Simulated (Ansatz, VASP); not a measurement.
**One calculation of Te2Mo, two programs**

```
CELL_PARAMETERS angstrom
1.77848 1.02680 7.90158
-1.77848 1.02680 7.90158
0.00000 -2.05361 7.90158
ATOMIC_POSITIONS crystal
Mo 0.99977 0.99977 0.99977
Te 0.40938 0.40938 0.40938
Te 0.25685 0.25685 0.25685
```

Alike in both runs: functional PBE; k mesh 12 × 12 × 12; occupations gaussian, width 0.02 eV; no spin polarisation.

Ansatz relaxed the structure, and its values are those at the end. VASP's run is a single point on that final structure, the one shown.

|  | VASP | Ansatz |
| --- | --- | --- |
| version | VASP 6.6.1 | Ansatz 0.2.0 |
| potentials or method | VASP PAW PBE potentials, release 64 (Mo_sv, Te), cutoff 520 eV | scalar-relativistic, plane waves, PAW |
| valence electrons in the cell | 26 | 46 |

|  | VASP | Ansatz | Ansatz less VASP |
| --- | --- | --- | --- |
| gap on the k mesh at the Fermi level (eV) | 1.07 | 1.07 | +0.001 |
| least direct gap on the mesh (eV) | 1.07 | 1.07 | +0.001 |
| pressure (GPa) | 0.0 | 0.0 | -0.01 |
| rms of the force components (eV/Å) | 0.005 | 0.000 | -0.0050 |

VASP's potentials hold 26 valence electrons a cell and Ansatz's 46, so a difference there can come from the potentials and not from the codes.

Neither program's run includes spin-orbit coupling.
